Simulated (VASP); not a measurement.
# PtSe2 (Sudovikovite) (P-3m1) in VASP: further runs

The runs below take PtSe2 (Sudovikovite) through single point, with PBE.

All numbers are computed with VASP 6.6.1; they aren't measurements. Logs are shortened: lines on timing, memory, paths and dates and some standing lists are left out, and cuts for length are marked.

### 1 The cell of the first run

Symmetry: P-3m1, No. 164, trigonal system. The conventional cell has a = 3.749 Å, b = 3.749 Å, c = 5.096 Å, α = 90.00°, β = 90.00°, γ = 120.00°. Within 3.3 Å of Pt (site symmetry -3m) lie 6 Se at 2.51 Å. Se (site symmetry 3m) has 3 Pt at 2.51 Å within 3.3 Å.

### 2 Single point, PBE

INCAR reads:

```
SYSTEM = PtSe2
PREC     = Accurate       ! precision mode
ENCUT    = 500            ! plane-wave cutoff, eV
EDIFF    = 1E-6           ! SCF threshold, eV
ISMEAR   = -1             ! smearing method
SIGMA    = 0.05           ! smearing width, eV
LREAL    = .False.        ! projectors in reciprocal space
LASPH    = .True.         ! aspherical terms in the spheres
NELM     = 120            ! most SCF steps
ALGO     = Normal         ! electronic algorithm
ISIF     = 2              ! what is computed and relaxed
LWAVE    = .False.        ! write WAVECAR
LCHARG   = .False.        ! write CHGCAR
GGA      = PE             ! functional
NBANDS   = 18             ! bands
GGA_COMPAT= .False.
```

KPOINTS reads:

```
regular mesh
0
Gamma
  9 9 6
  0 0 0
```

POSCAR reads:

```
PtSe2
1.0
    3.7486629704      0.0000000000      0.0000000000
   -1.8743314852      3.2464377615      0.0000000000
    0.0000000000      0.0000000000      5.0955241558
Pt Se
1 2
Direct
    0.0000000000      0.0000000000      0.0000000000
    0.3333333333      0.6666666667      0.2500000000
    0.6666666667      0.3333333333      0.7500000000
```

Potentials or basis: VASP PAW PBE potentials, release 64 (Pt, Se).

Run with:

```console
> cat potpaw_PBE.64/Pt/POTCAR potpaw_PBE.64/Se/POTCAR > POTCAR
> mpirun -np 1 vasp_std > vasp.out
```

OUTCAR:

```text
SYSTEM = PtSe2
   PREC = Accurate
   ENCUT = 500
   EDIFF = 1E-6
   ISMEAR = -1
   LREAL = .False.
   LASPH = .True.
   NELM = 120
   ISIF = 2
   GGA = PE

 ion  position               nearest neighbor table
   1  0.000  0.000  0.000-   2 2.51   3 2.51   3 2.51   2 2.51   3 2.51   2 2.51
   2  0.333  0.667  0.250-   1 2.51   1 2.51   1 2.51
   3  0.667  0.333  0.750-   1 2.51   1 2.51   1 2.51

  LATTYP: Found a hexagonal cell.
 ALAT       =     3.7486629704
 C/A-ratio  =     1.3592910849

  Lattice vectors:

 A1 = (   3.7486629704,   0.0000000000,   0.0000000000)
 A2 = (  -1.8743314852,   3.2464377615,   0.0000000000)
 A3 = (   0.0000000000,   0.0000000000,   5.0955241558)

Analysis of symmetry for initial positions (statically):
=====================================================================
 Subroutine PRICEL returns:
 Original cell was already a primitive cell.

 Routine SETGRP: Setting up the symmetry group for a
 hexagonal supercell.

 Subroutine GETGRP returns: Found 12 space group operations
 (whereof 12 operations were pure point group operations)
 out of a pool of 24 trial point group operations.

The static configuration has the point symmetry D_3d.

Analysis of symmetry for dynamics (positions and initial velocities):
=====================================================================
 Subroutine PRICEL returns:
 Original cell was already a primitive cell.

 Routine SETGRP: Setting up the symmetry group for a
 hexagonal supercell.

 Subroutine GETGRP returns: Found 12 space group operations
 (whereof 12 operations were pure point group operations)
 out of a pool of 24 trial point group operations.

The dynamic configuration has the point symmetry D_3d.

 Subroutine INISYM returns: Found 12 space group operations
 (whereof 12 operations are pure point group operations),
 and found     1 'primitive' translations

----------------------------------------------------------------------------------------

                                     Primitive cell

  volume of cell :      62.0115

  direct lattice vectors                    reciprocal lattice vectors
     3.748662970  0.000000000  0.000000000     0.266761778  0.154014966  0.000000000
[... 82 lines left out ...]
   ISPIN  =      1    spin polarized calculation?
   LNONCOLLINEAR =      F non collinear calculations
   LSORBIT =      F    spin-orbit coupling
   LASPH  =      T    aspherical Exc in radial PAW
   ENCUT  =  500.0 eV  36.75 Ry    6.06 a.u.   6.83  6.83  9.29*2*pi/ulx,y,z
   NELM   =    120;   NELMIN=  2; NELMDL= -5     # of ELM steps
   EDIFF  = 0.1E-05   stopping-criterion for ELM
   LREAL  =      F    real-space projection
   EDIFFG = 0.1E-04   stopping-criterion for IOM
   NSW    =      0    number of steps for IOM
   IBRION =     -1    ionic relax: 0-MD 1-quasi-New 2-CG
   NFREE  =      0    steps in history (QN), initial steepest desc. (CG)
   ISIF   =      2    stress and relaxation
   ISYM   =      2    0-nonsym 1-usesym 2-fastsym
   POTIM  = 0.5000    time-step for ionic-motion
   TEBEG  =    0.0;   TEEND  =   0.0 temperature during run
   PSTRESS=    0.0 pullay stress
   NELECT =      22.0000    total number of electrons
   NUPDOWN=      -1.0000    fix difference up-down
   EMIN   =  10.00;   EMAX   =-10.00  energy-range for DOS
   EFERMI =   0.00;   METHOD = LEGACY
   ISMEAR =    -1;   SIGMA  =   0.05  broadening in eV -4-tet -1-fermi 0-gaus
   EFERMI_NEDOS =   21; number of points for ismear=-14 and -15
   IALGO  =     38    algorithm
   IMIX   =      4    mixing-type and parameters
     AMIX     =   0.40;   BMIX     =  1.00
     AMIX_MAG =   1.60;   BMIX_MAG =  1.00
  volume/ion in A,a.u.               =      20.67       139.49
  Fermi-wavevector in a.u.,A,eV,Ry     =   1.158933  2.190066 18.274330  1.343125
  Thomas-Fermi vector in A             =   2.295530
   LORBIT       =      0    0 simple, 1 ext, 2 COOP (PROOUT), +10 PAW based schemes
   GGA     = PE    functional components
   LHFCALC =     F    Hartree Fock is set to
   AEXX    =    0.0000 exact exchange contribution
   IVDW    =     0    specifies the selected vdW correction
   LEPSILON=     F    determine dielectric tensor
   LRPA    =     F    only Hartree local field effects (RPA)
 non-spin polarized calculation
  energy-cutoff  :      500.00
  volume of cell :       62.01
 maximum number of plane-waves:      1584
   NGX = 13   NGY = 13   NGZ = 19

 number of electron      21.9999998 magnetization

 Free energy of the ion-electron system (eV)
  ---------------------------------------------------
  ext. energy  EPLUGINS =         0.00000000
  ---------------------------------------------------
  free energy    TOTEN  =       -14.23298938 eV

  energy without entropy =      -14.22738928  energy(sigma->0) =      -14.23018933

 E-fermi :   6.2972     XC(G=0): -10.5357

 val. band max:        6.2839165074   @ k =   0.3333   0.3333   0.0000
 cond. band min:       6.3274696566   @ k =   0.0000   0.3333   0.3333
 fundamental gap:      0.0435531492
 Fermi energy:         6.2972117875

 k-point     1 :       0.0000    0.0000    0.0000
  band No.  band energies     occupation
      1      -9.2713      2.00000
      2      -6.5647      2.00000
      3      -0.7607      2.00000
      4      -0.0627      2.00000
      5      -0.0627      2.00000
      6       2.3485      2.00000
[... 481 lines left out ...]
      5       0.6916      2.00000
      6       1.1285      2.00000
[... 10 lines left out ...]
     17      14.0671      0.00000
     18      15.8311      0.00000

 [... further k-points ...]

------------------------ aborting loop because EDIFF is reached ----------------------------------------

  FORCE on cell =-STRESS in cart. coord.  units (eV):
  Direction    XX          YY          ZZ          XY          YZ          ZX
  --------------------------------------------------------------------------------------
  -------------------------------------------------------------------------------------
  Total        1.8864334      1.8864338      1.4965113     -0.0000000      0.0000000      0.0000000
  in kB       48.7393474     48.7393593     38.6650191     -0.0000000      0.0000000      0.0000000
  external PRESSURE =      45.3812419 kB  Pullay stress =       0.0000000 kB

 VOLUME and BASIS-vectors are now :
 -----------------------------------------------------------------------------
  energy-cutoff  :      500.00
  volume of cell :       62.01
      direct lattice vectors                 reciprocal lattice vectors
     3.748662970  0.000000000  0.000000000     0.266761778  0.154014966  0.000000000
    -1.874331485  3.246437762  0.000000000     0.000000000  0.308029931  0.000000000
     0.000000000  0.000000000  5.095524156     0.000000000  0.000000000  0.196250664

 POSITION                                       TOTAL-FORCE (eV/Angst)
 -----------------------------------------------------------------------------------
      0.00000      0.00000      0.00000         0.000000      0.000000      0.000000
     -0.00000      2.16429      1.27388        -0.000000      0.000000      0.334432
      1.87433      1.08215      3.82164         0.000000     -0.000000     -0.334432
 -----------------------------------------------------------------------------------
    total drift:                               -0.000000     -0.000000     -0.000000

  FREE ENERGIE OF THE ION-ELECTRON SYSTEM (eV)
  ---------------------------------------------------
  free  energy   TOTEN  =       -14.2329893832 eV

  energy  without entropy=      -14.2273892810  energy(sigma->0) =      -14.23018933
```

stdout:

```text
POSCAR found type information on POSCAR PtSe
 POSCAR found :  2 types and       3 ions
 scaLAPACK will be used
 LDA part: xc-table for (Slater+PW92), standard interpolation
 POSCAR, INCAR and KPOINTS ok, starting setup
 FFT: planning ... GRIDC
 FFT: planning ... GRID_SOFT
 FFT: planning ... GRID
 WAVECAR not read
 entering main loop
```

Run time: 82 s. Hardware: 1 thread of Intel Xeon 8259CL, shared host; peak memory 0.22 GiB.

What came out:

* Free energy: -14.2330 eV
* Pressure: 4.5 GPa
* Largest force: 0.334 eV/Å
* Band gap on the k mesh: zero (band 11 reaches 6.66 eV, above the bottom of band 12 at 6.28 eV)

Forces on the atoms (eV/Å):
```
Pt   0.000  0.000  0.000
Se   0.000  0.000  0.334
Se   0.000  0.000 -0.334
```

Stress tensor (GPa, compression positive):
```
4.87 0.00 0.00
0.00 4.87 0.00
0.00 0.00 3.87
```

Levels at points of the mesh, in eV from the Fermi level:
| k point | band 7 | band 8 | band 9 | band 10 | band 11 | band 12 | band 13 | band 14 | band 15 | band 16 |
| --- | --- | --- | --- | --- | --- | --- | --- | --- | --- | --- |
| (0.00, 0.00, 0.00) | -3.95 | -2.56 | -1.08 | -1.08 | 0.36 | 1.40 | 1.40 | 3.63 | 4.04 | 7.25 |
| (0.00, 0.00, 0.50) | -3.98 | -2.91 | -1.75 | -1.50 | -1.50 | 2.21 | 2.21 | 4.78 | 6.16 | 6.73 |

Caveat: spin-orbit coupling is left out, which moves the levels of the heavy elements.

### 3 Single point, PBE

This run uses another cell than the first one, of 21.08 Å³/atom, 1.020 times its volume.

INCAR reads:

```
SYSTEM = PtSe2
ALGO     = Normal         ! electronic algorithm
EDIFF    = 1E-6           ! SCF threshold, eV
ENCUT    = 500            ! plane-wave cutoff, eV
GGA      = PE             ! functional
GGA_COMPAT= .FALSE.      
ISIF     = 2              ! what is computed and relaxed
ISMEAR   = -1             ! smearing method
LASPH    = .TRUE.         ! aspherical terms in the spheres
LCHARG   = .FALSE.        ! write CHGCAR
LREAL    = .FALSE.        ! projectors in reciprocal space
LWAVE    = .FALSE.        ! write WAVECAR
NBANDS   = 18             ! bands
NELM     = 120            ! most SCF steps
PREC     = Accurate       ! precision mode
SIGMA    = 0.05           ! smearing width, eV
```

KPOINTS reads:

```
k-points
0
G
  9 9 6
  0 0 0
```

POSCAR reads:

```
PtSe2
1.0
    3.7730056198      0.0000000000      0.0000000000
   -1.8865028099      3.2675191169      0.0000000000
    0.0000000000      0.0000000000      5.1286129021
Pt Se
1 2
Direct
    0.0000000000      0.0000000000      0.0000000000
    0.3333333333      0.6666666667      0.2500000000
    0.6666666667      0.3333333333      0.7500000000
```

Potentials or basis: VASP PAW PBE potentials, release 64 (Pt, Se).

Run with:

```console
> cat potpaw_PBE.64/Pt/POTCAR potpaw_PBE.64/Se/POTCAR > POTCAR
> mpirun -np 1 vasp_std > vasp.out
```

It took 72 s on 1 thread of Intel Xeon 8259CL, shared host; peak memory 0.22 GiB.

The run converged. Its results:

- Free energy: -14.2580 eV
- Pressure: 2.1 GPa
- Largest force: 0.108 eV/Å
- Band gap on the k mesh: zero (band 11 reaches 6.39 eV, above the bottom of band 12 at 6.02 eV)

Forces on the atoms (eV/Å):
```
Pt   0.000  0.000  0.000
Se   0.000  0.000  0.108
Se   0.000  0.000 -0.108
```

Stress tensor (GPa, compression positive):
```
2.11 0.00 0.00
0.00 2.11 0.00
0.00 0.00 1.97
```

Levels at points of the mesh, in eV from the Fermi level:
| k point | band 7 | band 8 | band 9 | band 10 | band 11 | band 12 | band 13 | band 14 | band 15 | band 16 |
| --- | --- | --- | --- | --- | --- | --- | --- | --- | --- | --- |
| (0.00, 0.00, 0.00) | -3.83 | -2.50 | -1.05 | -1.05 | 0.36 | 1.37 | 1.37 | 3.68 | 3.91 | 7.27 |
| (0.00, 0.00, 0.50) | -3.86 | -2.83 | -1.75 | -1.46 | -1.46 | 2.15 | 2.15 | 4.80 | 6.04 | 6.74 |

Caveat: spin-orbit coupling is left out, which moves the levels of the heavy elements.

### 4 Single point, PBE

This run uses another cell than the first one, of 21.48 Å³/atom, 1.039 times its volume.

INCAR reads:

```
SYSTEM = PtSe2
PREC     = Accurate       ! precision mode
ENCUT    = 500            ! plane-wave cutoff, eV
EDIFF    = 1E-6           ! SCF threshold, eV
ISMEAR   = -1             ! smearing method
SIGMA    = 0.05           ! smearing width, eV
LREAL    = .FALSE.        ! projectors in reciprocal space
LASPH    = .TRUE.         ! aspherical terms in the spheres
NELM     = 120            ! most SCF steps
ALGO     = Normal         ! electronic algorithm
ISIF     = 2              ! what is computed and relaxed
LWAVE    = .FALSE.        ! write WAVECAR
LCHARG   = .FALSE.        ! write CHGCAR
GGA      = PE             ! functional
NBANDS   = 18             ! bands
GGA_COMPAT= .FALSE.
```

KPOINTS reads:

```
Automatic mesh
0
G
  9 9 6
  0 0 0
```

POSCAR reads:

```
PtSe2
1.0
    3.7970381507      0.0000000000      0.0000000000
   -1.8985190754      3.2883319017      0.0000000000
    0.0000000000      0.0000000000      5.1612801071
Pt Se
1 2
Direct
    0.0000000000      0.0000000000      0.0000000000
    0.3333333333      0.6666666667      0.2500000000
    0.6666666667      0.3333333333      0.7500000000
```

Run with:

```console
> cat potpaw_PBE.64/Pt/POTCAR potpaw_PBE.64/Se/POTCAR > POTCAR
> mpirun -np 1 vasp_std > vasp.out
```

Wall time 74 s (1 thread of Intel Xeon 8259CL, shared host); peak memory 0.22 GiB.

The run converged. Its results:

- Free energy: -14.2653 eV
- Pressure: -0.2 GPa
- Largest force: 0.100 eV/Å
- Band gap on the k mesh: zero (band 11 reaches 6.13 eV, above the bottom of band 12 at 5.77 eV)

Forces in eV/Å, atoms in the order of the input:
```
Pt   0.000  0.000  0.000
Se   0.000  0.000 -0.100
Se   0.000  0.000  0.100
```

Stress tensor (GPa, compression positive):
```
-0.36  0.00  0.00
 0.00 -0.36  0.00
 0.00  0.00  0.26
```

Levels at points of the mesh, in eV from the Fermi level:
| k point | band 8 | band 9 | band 10 | band 11 | band 12 | band 13 | band 14 | band 15 |
| --- | --- | --- | --- | --- | --- | --- | --- | --- |
| (0.00, 0.00, 0.00) | -2.43 | -1.02 | -1.02 | 0.36 | 1.35 | 1.35 | 3.73 | 3.80 |
| (0.00, 0.00, 0.50) | -2.75 | -1.75 | -1.42 | -1.42 | 2.09 | 2.09 | 4.81 | 5.92 |

Caveat: spin-orbit coupling is left out, which moves the levels of the heavy elements.

### 5 Overview

```tsv
cell	gap on the mesh (eV)	pressure (GPa)	largest force (eV/Å)
a = 3.749, b = 3.749, c = 5.096 Å, angles 90.0, 90.0, 120.0°, 3 atoms	none	4.5	0.33
a = 3.773, b = 3.773, c = 5.129 Å, angles 90.0, 90.0, 120.0°, 3 atoms	none	2.1	0.11
a = 3.797, b = 3.797, c = 5.161 Å, angles 90.0, 90.0, 120.0°, 3 atoms	none	-0.2	0.10
```

Alike in all rows: task single point; level PBE; potentials or basis VASP PAW PBE potentials, release 64 (Pt, Se); no spin polarisation; k mesh 9 × 9 × 6; cutoff (eV) 500; smearing fermi-dirac 0.05 eV.

Caveats: spin-orbit coupling is left out, which moves the levels of the heavy elements.

Total energies depend on the potentials used, so only differences within one code and one set of settings carry meaning.
